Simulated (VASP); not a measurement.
Runs of VASP 6.6.1 on CdSe. The structure is that of space group F-43m (No. 216), or close to it. The cells are those of the table. 

```csv
level,cell,k mesh,smearing,gap on the mesh (eV),pressure (GPa)
PBE,"a = 4.347, b = 4.347, c = 4.295 Å, angles 60.4, 60.4, 59.2°, 2 atoms",8 × 8 × 8,fermi-dirac 0.02 eV,0.54,2.0
r2SCAN,"a = 4.347, b = 4.347, c = 4.295 Å, angles 60.4, 60.4, 59.2°, 2 atoms",8 × 8 × 8,gaussian 0.01 eV,1.01,(a)
PBE,"a = 4.338 Å, angles 60.0°, 2 atoms",4 × 4 × 4,gaussian 0.01 eV,0.54,1.9
r2SCAN,"a = 4.338 Å, angles 60.0°, 2 atoms",8 × 8 × 8,gaussian 0.01 eV,1.03,0.2
r2SCAN,"a = 4.327, b = 4.327, c = 4.382 Å, angles 59.6, 59.6, 60.8°, 2 atoms",8 × 8 × 8,gaussian 0.01 eV,0.97,-0.1
r2SCAN,"a = 4.356, b = 4.356, c = 4.252 Å, angles 60.8, 60.8, 58.4°, 2 atoms",8 × 8 × 8,gaussian 0.01 eV,1.00,0.8
PBE,"a = 4.338 Å, angles 60.0°, 2 atoms",8 × 8 × 8,fermi-dirac 0.02 eV,(b),1.7
```

Alike in all rows: task single point; potentials or basis VASP PAW PBE potentials, release 64 (Cd, Se); no spin polarisation; cutoff (eV) 520.

Task: Estimate the missing entries.

Result: (a) 0.5; (b) 0.55.

Caveats: some runs use coarse meshes; the PAW data sets were made with another functional, which shifts forces and pressure a little (some runs).

A k mesh can miss the band edges, and the runs leave out spin-orbit coupling on Cd, Se.
